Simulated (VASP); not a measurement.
# CdS (Fm-3m) in VASP: settings compared

CdS is run at these levels: LDA, PBE; tasks: single point.

All numbers are computed with VASP 6.6.1; they aren't measurements. Logs are shortened: lines on timing, memory, paths and dates and some standing lists are left out, and cuts for length are marked.

**1. The cell of the first run**

It takes space group Fm-3m (No. 225, cubic). Conventional cell: a = 5.506 Å, b = 5.506 Å, c = 5.506 Å, α = 90.00°, β = 90.00°, γ = 90.00°. Within 3.6 Å of Cd (site symmetry m-3m) lie 6 S at 2.75 Å. S (site symmetry m-3m) has 6 Cd at 2.75 Å within 3.6 Å.

**2. Single point, LDA**

INCAR reads:

```
ALGO = Normal
EDIFF = 1E-6
ENCUT = 500
GGA_COMPAT = F
ISIF = 2
ISMEAR = -1
LASPH = T
LCHARG = F
LREAL = F
LWAVE = F
NBANDS = 16
NELM = 120
PREC = Accurate
SIGMA = 0.05
```

KPOINTS reads:

```
k-points
0
Gamma
  12 12 12
```

POSCAR reads:

```
CdS
1.0
    0.0000000000      2.7532440000      2.7532440000
    2.7532440000      0.0000000000      2.7532440000
    2.7532440000      2.7532440000      0.0000000000
Cd S
1 1
Direct
    0.0000000000      0.0000000000      0.0000000000
    0.5000000000      0.5000000000      0.5000000000
```

Potentials or basis: VASP PAW LDA potentials, release 64 (Cd, S).

On the command line:

```
$ cat potpaw_LDA.64/Cd/POTCAR potpaw_LDA.64/S/POTCAR > POTCAR
$ mpirun -np 1 vasp_std > vasp.out
```

OUTCAR:

```text
EDIFF = 1E-6
   ENCUT = 500
   ISIF = 2
   ISMEAR = -1
   LASPH = T
   LREAL = F
   NELM = 120
   PREC = Accurate

 ion  position               nearest neighbor table
   1  0.000  0.000  0.000-   2 2.75   2 2.75   2 2.75   2 2.75   2 2.75   2 2.75
   2  0.500  0.500  0.500-   1 2.75   1 2.75   1 2.75   1 2.75   1 2.75   1 2.75

  LATTYP: Found a face centered cubic cell.
 ALAT       =     5.5064880000

  Lattice vectors:

 A1 = (   0.0000000000,   2.7532440000,   2.7532440000)
 A2 = (   2.7532440000,   0.0000000000,   2.7532440000)
 A3 = (   2.7532440000,   2.7532440000,   0.0000000000)

Analysis of symmetry for initial positions (statically):
=====================================================================
 Subroutine PRICEL returns:
 Original cell was already a primitive cell.

 Routine SETGRP: Setting up the symmetry group for a
 face centered cubic supercell.

 Subroutine GETGRP returns: Found 48 space group operations
[... 9 lines left out ...]

 Routine SETGRP: Setting up the symmetry group for a
 face centered cubic supercell.

 Subroutine GETGRP returns: Found 48 space group operations
[... 11 lines left out ...]
                                     Primitive cell

  volume of cell :      41.7411

  direct lattice vectors                    reciprocal lattice vectors
     0.000000000  2.753244000  2.753244000    -0.181603955  0.181603955  0.181603955
     2.753244000  0.000000000  2.753244000     0.181603955 -0.181603955  0.181603955
     2.753244000  2.753244000  0.000000000     0.181603955  0.181603955 -0.181603955

  length of vectors
     3.893675005  3.893675005  3.893675005     0.314547277  0.314547277  0.314547277

  position of ions in fractional coordinates (direct lattice)
     0.000000000  0.000000000  0.000000000
     0.500000000  0.500000000  0.500000000

  ion indices of the primitive-cell ions
   primitive index   ion index
                 1           1
                 2           2

----------------------------------------------------------------------------------------

 KPOINTS: k-points

Automatic generation of k-mesh.
 Grid dimensions read from file:
 generate k-points for:   12   12   12

 Generating k-lattice:

  Cartesian coordinates                     Fractional coordinates (reciprocal lattice)
    -0.015133663  0.015133663  0.015133663     0.083333333  0.000000000  0.000000000
     0.015133663 -0.015133663  0.015133663     0.000000000  0.083333333  0.000000000
     0.015133663  0.015133663 -0.015133663     0.000000000  0.000000000  0.083333333

  Length of vectors
     0.026212273  0.026212273  0.026212273

  Shift w.r.t. Gamma in fractional coordinates (k-lattice)
     0.000000000  0.000000000  0.000000000

 Subroutine IBZKPT returns following result:
 ===========================================

 Found     72 irreducible k-points:

 Following reciprocal coordinates:
            Coordinates               Weight
  0.000000  0.000000  0.000000      1.000000
  0.083333  0.000000  0.000000      8.000000
  0.166667  0.000000  0.000000      8.000000
  0.250000  0.000000  0.000000      8.000000
  0.333333  0.000000  0.000000      8.000000
  0.416667  0.000000  0.000000      8.000000
[... 16 lines left out ...]
  0.500000  0.166667  0.000000     24.000000
 -0.416667  0.166667  0.000000     24.000000
 [... further k-points ...]
   k-points           NKPTS =     72   k-points in BZ     NKDIM =     72   number of bands    NBANDS=     16
   number of dos      NEDOS =    301   number of ions     NIONS =      2
   total plane-waves  NPLWV =  21952
   dimension x,y,z NGX =    28 NGY =   28 NGZ =   28
   dimension x,y,z NGXF=    56 NGYF=   56 NGZF=   56
   ions per type =               1   1
   NGX,Y,Z   is equivalent  to a cutoff of  11.95, 11.95, 11.95 a.u.
   NGXF,Y,Z  is equivalent  to a cutoff of  23.91, 23.91, 23.91 a.u.
 SYSTEM =  unknown system
   PREC   = accura    normal or accurate (medium, high low for compatibility)
   ISTART =      0    job   : 0-new  1-cont  2-samecut
   ICHARG =      2    charge: 1-file 2-atom 10-const
   ISPIN  =      1    spin polarized calculation?
   LNONCOLLINEAR =      F non collinear calculations
   LSORBIT =      F    spin-orbit coupling
   LASPH  =      T    aspherical Exc in radial PAW
   ENCUT  =  500.0 eV  36.75 Ry    6.06 a.u.   7.10  7.10  7.10*2*pi/ulx,y,z
   NELM   =    120;   NELMIN=  2; NELMDL= -5     # of ELM steps
   EDIFF  = 0.1E-05   stopping-criterion for ELM
   LREAL  =      F    real-space projection
   EDIFFG = 0.1E-04   stopping-criterion for IOM
   NSW    =      0    number of steps for IOM
   IBRION =     -1    ionic relax: 0-MD 1-quasi-New 2-CG
   NFREE  =      0    steps in history (QN), initial steepest desc. (CG)
   ISIF   =      2    stress and relaxation
   ISYM   =      2    0-nonsym 1-usesym 2-fastsym
   POTIM  = 0.5000    time-step for ionic-motion
   TEBEG  =    0.0;   TEEND  =   0.0 temperature during run
   PSTRESS=    0.0 pullay stress
   NELECT =      18.0000    total number of electrons
   NUPDOWN=      -1.0000    fix difference up-down
   EMIN   =  10.00;   EMAX   =-10.00  energy-range for DOS
   EFERMI =   0.00;   METHOD = LEGACY
   ISMEAR =    -1;   SIGMA  =   0.05  broadening in eV -4-tet -1-fermi 0-gaus
   EFERMI_NEDOS =   21; number of points for ismear=-14 and -15
   IALGO  =     38    algorithm
   IMIX   =      4    mixing-type and parameters
     AMIX     =   0.40;   BMIX     =  1.00
     AMIX_MAG =   1.60;   BMIX_MAG =  1.00
  volume/ion in A,a.u.               =      20.87       140.84
  Fermi-wavevector in a.u.,A,eV,Ry     =   1.236833  2.337275 20.813583  1.529755
  Thomas-Fermi vector in A             =   2.371425
   LORBIT       =      0    0 simple, 1 ext, 2 COOP (PROOUT), +10 PAW based schemes
   GGA     = CA    functional components
   LHFCALC =     F    Hartree Fock is set to
   AEXX    =    0.0000 exact exchange contribution
   IVDW    =     0    specifies the selected vdW correction
   LEPSILON=     F    determine dielectric tensor
   LRPA    =     F    only Hartree local field effects (RPA)
 non-spin polarized calculation
  energy-cutoff  :      500.00
  volume of cell :       41.74
 maximum number of plane-waves:      1071
   NGX = 15   NGY = 15   NGZ = 15

 number of electron      17.9999990 magnetization

 Free energy of the ion-electron system (eV)
  ---------------------------------------------------
  ext. energy  EPLUGINS =         0.00000000
  ---------------------------------------------------
  free energy    TOTEN  =        -7.19461048 eV

  energy without entropy =       -7.19367051  energy(sigma->0) =       -7.19414049

 E-fermi :   2.7266     XC(G=0): -10.6604

 val. band max:        2.5659060707   @ k =  -0.2500   0.1667   0.0000
 cond. band min:       2.9271129723   @ k =   0.4167   0.4167   0.0000
 fundamental gap:      0.3612069015
 Fermi energy:         2.7265864141

 k-point     1 :       0.0000    0.0000    0.0000
  band No.  band energies     occupation
      1     -10.0963      2.00000
      2      -5.0534      2.00000
      3      -5.0534      2.00000
      4      -5.0492      2.00000
      5      -5.0492      2.00000
      6      -5.0492      2.00000
[... 8 lines left out ...]
     15      13.5759      0.00000
     16      13.5759      0.00000

 k-point     2 :       0.0833    0.0000    0.0000
  band No.  band energies     occupation
      1     -10.0367      2.00000
      2      -5.0734      2.00000
      3      -5.0734      2.00000
      4      -5.0553      2.00000
      5      -5.0367      2.00000
      6      -5.0367      2.00000
[... 8 lines left out ...]
     15      12.8372      0.00000
     16      13.4592      0.00000

 k-point     3 :       0.1667    0.0000    0.0000
  band No.  band energies     occupation
      1      -9.8659      2.00000
      2      -5.1287      2.00000
      3      -5.1287      2.00000
      4      -5.0757      2.00000
      5      -5.0008      2.00000
      6      -5.0008      2.00000
[... 8 lines left out ...]
     15      12.7500      0.00000
     16      13.2168      0.00000

 k-point     4 :       0.2500    0.0000    0.0000
  band No.  band energies     occupation
      1      -9.6094      2.00000
      2      -5.2021      2.00000
      3      -5.2021      2.00000
      4      -5.1164      2.00000
      5      -4.9510      2.00000
      6      -4.9510      2.00000
[... 8 lines left out ...]
     15      13.3013      0.00000
     16      13.3013      0.00000

 k-point     5 :       0.3333    0.0000    0.0000
  band No.  band energies     occupation
      1      -9.3177      2.00000
      2      -5.2734      2.00000
      3      -5.2734      2.00000
      4      -5.1823      2.00000
      5      -4.9006      2.00000
      6      -4.9006      2.00000
[... 8 lines left out ...]
     15      14.1172      0.00000
     16      14.1172      0.00000

 k-point     6 :       0.4167    0.0000    0.0000
  band No.  band energies     occupation
      1      -9.0728      2.00000
      2      -5.3242      2.00000
      3      -5.3242      2.00000
      4      -5.2584      2.00000
      5      -4.8631      2.00000
      6      -4.8631      2.00000
[... 8 lines left out ...]
     15      15.0123      0.00000
     16      15.0123      0.00000
[... 267 lines left out ...]
 k-point    21 :       0.3333    0.1667    0.0000
  band No.  band energies     occupation
      1      -9.4244      2.00000
      2      -5.2264      2.00000
      3      -5.1235      2.00000
      4      -5.1180      2.00000
      5      -4.9268      2.00000
      6      -4.8889      2.00000
[... 8 lines left out ...]
     15      15.2164      0.00000
     16      15.4841      0.00000

 k-point    22 :       0.4167    0.1667    0.0000
  band No.  band energies     occupation
      1      -9.2011      2.00000
      2      -5.2095      2.00000
      3      -5.1883      2.00000
      4      -5.1501      2.00000
      5      -4.8787      2.00000
      6      -4.8503      2.00000
[... 8 lines left out ...]
     15      15.7987      0.00000
     16      15.8467      0.00000

 k-point    23 :       0.5000    0.1667    0.0000
  band No.  band energies     occupation
      1      -9.0421      2.00000
      2      -5.2503      2.00000
      3      -5.1980      2.00000
      4      -5.1655      2.00000
      5      -4.8382      2.00000
      6      -4.8344      2.00000
[... 8 lines left out ...]
     15      15.7695      0.00000
     16      16.4984      0.00000

 k-point    24 :      -0.4167    0.1667    0.0000
  band No.  band energies     occupation
      1      -9.0072      2.00000
      2      -5.2900      2.00000
      3      -5.2380      2.00000
      4      -5.1318      2.00000
      5      -4.8537      2.00000
      6      -4.8087      2.00000
[... 8 lines left out ...]
     15      14.8503      0.00000
     16      15.9093      0.00000

 [... further k-points ...]
[... 5 lines left out ...]
  --------------------------------------------------------------------------------------
  -------------------------------------------------------------------------------------
  Total       -1.6642361     -1.6642361     -1.6642361     -0.0000000      0.0000000     -0.0000000
  in kB      -63.8794869    -63.8794869    -63.8794869     -0.0000000      0.0000000     -0.0000000
  external PRESSURE =     -63.8794869 kB  Pullay stress =       0.0000000 kB

 VOLUME and BASIS-vectors are now :
 -----------------------------------------------------------------------------
  energy-cutoff  :      500.00
  volume of cell :       41.74
      direct lattice vectors                 reciprocal lattice vectors
     0.000000000  2.753244000  2.753244000    -0.181603955  0.181603955  0.181603955
     2.753244000  0.000000000  2.753244000     0.181603955 -0.181603955  0.181603955
     2.753244000  2.753244000  0.000000000     0.181603955  0.181603955 -0.181603955

 POSITION                                       TOTAL-FORCE (eV/Angst)
 -----------------------------------------------------------------------------------
      0.00000      0.00000      0.00000         0.000000      0.000000      0.000000
      2.75324      2.75324      2.75324        -0.000000      0.000000     -0.000000
 -----------------------------------------------------------------------------------
    total drift:                                0.000000      0.000000      0.000000

  FREE ENERGIE OF THE ION-ELECTRON SYSTEM (eV)
  ---------------------------------------------------
  free  energy   TOTEN  =        -7.1946104769 eV

  energy  without entropy=       -7.1936705063  energy(sigma->0) =       -7.19414049
```

Wall time 20 s (1 thread of AMD EPYC 9R45 (Zen 5), shared host); peak memory 0.13 GiB.

Results:

```
Free energy            : -7.1946 eV
Pressure               : -6.4 GPa
Band gap on the k mesh : zero (filled and empty bands overlap)
```

Levels at points of the mesh, in eV from the Fermi level:
| k point | band 6 | band 7 | band 8 | band 9 | band 10 | band 11 | band 12 | band 13 |
| --- | --- | --- | --- | --- | --- | --- | --- | --- |
| (0.00, 0.00, 0.00) | -7.78 | -0.88 | -0.88 | -0.88 | 0.44 | 8.99 | 8.99 | 8.99 |
| (0.50, 0.00, 0.00) | -7.58 | -5.02 | -0.17 | -0.17 | 3.16 | 5.56 | 5.56 | 6.29 |
| (0.50, 0.50, 0.00) | -6.85 | -4.36 | -2.27 | -2.27 | -0.16 | 5.79 | 9.35 | 10.70 |

**3. Single point, PBE**

INCAR reads:

```
PREC = Accurate
ENCUT = 500
EDIFF = 1E-6
ISMEAR = 0
SIGMA = 0.027000000000000003
LREAL = False
LASPH = True
NELM = 120
ALGO = Normal
ISIF = 2
LWAVE = False
LCHARG = False
GGA = PE
NBANDS = 16
GGA_COMPAT = False
```

KPOINTS reads:

```
regular mesh
0
Gamma
  8 8 8
```

POSCAR is that of step 2.

Potentials or basis: VASP PAW PBE potentials, release 64 (Cd, S).

On the command line:

```
$ cat potpaw_PBE.64/Cd/POTCAR potpaw_PBE.64/S/POTCAR > POTCAR
$ mpirun -np 1 vasp_std > vasp.out
```

Run time: 7.3 s. Hardware: 1 thread of Intel Xeon 6975P-C (Granite Rapids), shared host; peak memory 0.16 GiB.

The run converged. Its results:

```
Free energy            : -5.8765 eV
Pressure               : -0.1 GPa
Band gap on the k mesh : 0.25 eV, indirect (least direct gap 1.53 eV)
```

Levels at points of the mesh, in eV from the valence-band top:
| k point | band 6 | band 7 | band 8 | band 9 | band 10 | band 11 | band 12 | band 13 |
| --- | --- | --- | --- | --- | --- | --- | --- | --- |
| (0.00, 0.00, 0.00) | -7.57 | -0.70 | -0.70 | -0.70 | 0.83 | 9.23 | 9.23 | 9.23 |
| (0.50, 0.00, 0.00) | -7.38 | -4.75 | 0.00 | 0.00 | 3.54 | 5.93 | 5.93 | 6.66 |
| (0.50, 0.50, 0.00) | -6.67 | -4.10 | -2.05 | -2.05 | 0.25 | 6.07 | 9.74 | 11.13 |
